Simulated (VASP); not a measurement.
# Ge in VASP: single point with PBEsol+D3(BJ)

Aim: the single point of Ge with PBEsol+D3(BJ).

All numbers are computed with VASP 6.6.1; they aren't measurements. Logs are shortened: lines on timing, memory, paths and dates and some standing lists are left out, and cuts for length are marked.

### 1 The cell of the first run

The cell holds a sheet with vacuum, 2 atoms: a = 3.974 Å, b = 3.974 Å, c = 25.160 Å, α = 90.00°, β = 90.00°, γ = 120.00°.

### 2 Single point, PBEsol+D3(BJ)

The input, INCAR:

```
SYSTEM = Ge
  PREC = Accurate
  ENCUT = 410
  EDIFF = 1E-6
  ISMEAR = 0
  SIGMA = 0.03
  LREAL = .FALSE.
  LASPH = .TRUE.
  NELM = 120
  ALGO = Normal
  ISIF = 2
  LWAVE = .FALSE.
  LCHARG = .FALSE.
  LDIPOL = .TRUE.
  IDIPOL = 3
  DIPOL = 0.5 0.5 0.292
  GGA = PS
  IVDW = 12
  NBANDS = 21
  GGA_COMPAT = .FALSE.
  NELMDL = -8
```

The input, KPOINTS:

```
regular mesh
0
G
  12 12 1
  0 0 0
```

The input, POSCAR:

```
Ge
1.0
    3.9740210581      0.0000000000      0.0000000000
   -1.9870105290      3.4416031915      0.0000000000
    0.0000000000      0.0000000000     25.1599999975
Ge
2
Direct
    0.3333333333      0.6666666667      0.2785601060
    0.6666666667      0.3333333333      0.3049057128
```

Potentials or basis: VASP PAW PBE potentials, release 64 (Ge_d).

Command:

```
> cat potpaw_PBE.64/Ge_d/POTCAR > POTCAR
> mpirun -np 1 vasp_std > vasp.out
```

OUTCAR:

```text
SYSTEM = Ge
   PREC = Accurate
   ENCUT = 410
   EDIFF = 1E-6
   ISMEAR = 0
   LREAL = .FALSE.
   LASPH = .TRUE.
   NELM = 120
   ISIF = 2
   GGA = PS
   IVDW = 12
   NELMDL = -8
 IVDW          = 12

 ion  position               nearest neighbor table
   1  0.333  0.667  0.279-   2 2.39   2 2.39   2 2.39
   2  0.667  0.333  0.305-   1 2.39   1 2.39   1 2.39

  LATTYP: Found a hexagonal cell.
 ALAT       =     3.9740210581
 C/A-ratio  =     6.3311189422

  Lattice vectors:

 A1 = (   3.9740210581,   0.0000000000,   0.0000000000)
 A2 = (  -1.9870105290,   3.4416031915,   0.0000000000)
 A3 = (   0.0000000000,   0.0000000000,  25.1599999975)

Analysis of symmetry for initial positions (statically):
=====================================================================
 Subroutine PRICEL returns:
 Original cell was already a primitive cell.

 Routine SETGRP: Setting up the symmetry group for a
 hexagonal supercell.

 Subroutine GETGRP returns: Found 12 space group operations
 (whereof  6 operations were pure point group operations)
 out of a pool of 24 trial point group operations.

The static configuration has the point symmetry C_3v.
 The point group associated with its full space group is D_3d.

Analysis of symmetry for dynamics (positions and initial velocities):
=====================================================================
 Subroutine PRICEL returns:
 Original cell was already a primitive cell.

 Routine SETGRP: Setting up the symmetry group for a
 hexagonal supercell.

 Subroutine GETGRP returns: Found 12 space group operations
 (whereof  6 operations were pure point group operations)
 out of a pool of 24 trial point group operations.

The dynamic configuration has the point symmetry C_3v.
 The point group associated with its full space group is D_3d.

 Subroutine INISYM returns: Found 12 space group operations
 (whereof  6 operations are pure point group operations),
 and found     1 'primitive' translations

----------------------------------------------------------------------------------------

                                     Primitive cell

  volume of cell :     344.1134

  direct lattice vectors                    reciprocal lattice vectors
     3.974021058  0.000000000  0.000000000     0.251634298  0.145281130  0.000000000
    -1.987010529  3.441603192  0.000000000     0.000000000  0.290562260  0.000000000
     0.000000000  0.000000000 25.159999998     0.000000000  0.000000000  0.039745628

  length of vectors
     3.974021058  3.974021058 25.159999998     0.290562260  0.290562260  0.039745628
[... 81 lines left out ...]
   ISIF   =      2    stress and relaxation
   ISYM   =      2    0-nonsym 1-usesym 2-fastsym
   POTIM  = 0.5000    time-step for ionic-motion
   TEBEG  =    0.0;   TEEND  =   0.0 temperature during run
   PSTRESS=    0.0 pullay stress
   NELECT =      28.0000    total number of electrons
   NUPDOWN=      -1.0000    fix difference up-down
   EMIN   =  10.00;   EMAX   =-10.00  energy-range for DOS
   EFERMI =   0.00;   METHOD = LEGACY
   ISMEAR =     0;   SIGMA  =   0.03  broadening in eV -4-tet -1-fermi 0-gaus
   EFERMI_NEDOS =   21; number of points for ismear=-14 and -15
   IALGO  =     38    algorithm
   IMIX   =      4    mixing-type and parameters
     AMIX     =   0.40;   BMIX     =  1.00
     AMIX_MAG =   1.60;   BMIX_MAG =  1.00
  volume/ion in A,a.u.               =     172.06      1161.10
  Fermi-wavevector in a.u.,A,eV,Ry     =   0.709404  1.340579  6.847187  0.503254
  Thomas-Fermi vector in A             =   1.795977
   LORBIT       =      0    0 simple, 1 ext, 2 COOP (PROOUT), +10 PAW based schemes
   GGA     = PS    functional components
   LHFCALC =     F    Hartree Fock is set to
   AEXX    =    0.0000 exact exchange contribution
   IVDW    =    12    specifies the selected vdW correction
   LEPSILON=     F    determine dielectric tensor
   LRPA    =     F    only Hartree local field effects (RPA)
 non-spin polarized calculation
 Gauss-broadening in eV      SIGMA  =   0.03
  energy-cutoff  :      410.00
  volume of cell :      344.11
 maximum number of plane-waves:      6563
 NGX is ok and might be reduce to    28
   NGX = 13   NGY = 13   NGZ = 83

 dipolmoment           0.000000      0.000000     -0.000002 electrons x Angstroem

 number of electron      27.9999950 magnetization

 dipolmoment           0.000000      0.000000      0.000000 electrons x Angstroem

 Free energy of the ion-electron system (eV)
  ---------------------------------------------------
  ext. energy  EPLUGINS =         0.00000000
  ---------------------------------------------------
  free energy    TOTEN  =        -8.73783921 eV

  energy without entropy =       -8.73736905  energy(sigma->0) =       -8.73760413

 E-fermi :  -3.3350     XC(G=0):  -1.8520

 val. band max:       -3.3350498034   @ k =   0.3333   0.3333   0.0000
 cond. band min:      -3.3350490100   @ k =   0.3333   0.3333   0.0000
 fundamental gap:      0.0000007935
 Fermi energy:        -3.3350494068

 k-point     1 :       0.0000    0.0000    0.0000
  band No.  band energies     occupation
      1     -27.8103      2.00000
      2     -27.8103      2.00000
      3     -27.7537      2.00000
      4     -27.7537      2.00000
      5     -27.7471      2.00000
      6     -27.6646      2.00000
[... 445 lines left out ...]
     20       3.6691      0.00000
     21       3.8314      0.00000

------------------------ aborting loop because EDIFF is reached ----------------------------------------

 vacuum level on the upper side and lower side of the slab       (xc-potential included)        -0.006        -0.006

 Edisp (eV)   -0.24752

 E8    (eV) :    -0.1716

  FORCE on cell =-STRESS in cart. coord.  units (eV):
  Direction    XX          YY          ZZ          XY          YZ          ZX
  --------------------------------------------------------------------------------------
  -------------------------------------------------------------------------------------
  Total      -0.13686    -0.13686    -0.12043    -0.00000     0.00000    -0.00000
  in kB      -0.63722    -0.63722    -0.56073    -0.00000     0.00000    -0.00000
  external pressure =       -0.61 kB  Pullay stress =        0.00 kB

 VOLUME and BASIS-vectors are now :
 -----------------------------------------------------------------------------
  energy-cutoff  :      410.00
  volume of cell :      344.11
      direct lattice vectors                 reciprocal lattice vectors
     3.974021058  0.000000000  0.000000000     0.251634298  0.145281130  0.000000000
    -1.987010529  3.441603192  0.000000000     0.000000000  0.290562260  0.000000000
     0.000000000  0.000000000 25.159999998     0.000000000  0.000000000  0.039745628

 POSITION                                       TOTAL-FORCE (eV/Angst)
 -----------------------------------------------------------------------------------
     -0.00000      2.29440      7.00857         0.000000     -0.000000      0.010022
      1.98701      1.14720      7.67143        -0.000000      0.000000     -0.010022
 -----------------------------------------------------------------------------------
    total drift:                                0.000000      0.000000     -0.000059

  FREE ENERGIE OF THE ION-ELECTRON SYSTEM (eV)
  ---------------------------------------------------
  free  energy   TOTEN  =        -8.9853631130 eV

  energy  without entropy=       -8.9848929550  energy(sigma->0) =       -8.98512803

 vacuum level on the upper side and lower side of the slab         1.191         1.191
```

stdout:

```text
POSCAR found type information on POSCAR Ge
 POSCAR found :  1 types and       2 ions
 scaLAPACK will be used
 -----------------------------------------------------------------------------
|                                                                             |
|                                                                             |
|     You enforced a specific xc type in the INCAR file but a different       |
|     I HOPE YOU KNOW WHAT YOU ARE DOING!                                     |
|                                                                             |
 -----------------------------------------------------------------------------

 LDA part: xc-table for (Slater+PW92), standard interpolation
 POSCAR, INCAR and KPOINTS ok, starting setup
 FFT: planning ... GRIDC
 FFT: planning ... GRID_SOFT
 FFT: planning ... GRID
 WAVECAR not read
 entering main loop
```

Run time: 3.1 min. Hardware: 1 thread of Intel Xeon 8259CL, shared host; peak memory 0.38 GiB.

Results:

- Free energy: -8.9854 eV
- Largest force: 0.010 eV/Å
- Band gap on the k mesh: zero (filled and empty bands touch)
- Dispersion energy per atom: -0.124 eV

Forces in eV/Å, atoms in the order of the input:
```
Ge   0.000  0.000  0.010
Ge   0.000  0.000 -0.010
```

Levels at points of the mesh, in eV from the Fermi level:
```tsv
k point	band 12	band 13	band 14	band 15	band 16	band 17
(0.00, 0.00, 0.00)	-3.54	-0.46	-0.46	0.73	2.38	3.96
(0.50, 0.00, 0.00)	-7.53	-2.08	-1.18	0.69	1.63	5.57
```

Caveat: the PAW data sets were made with another functional, which shifts forces and pressure a little.
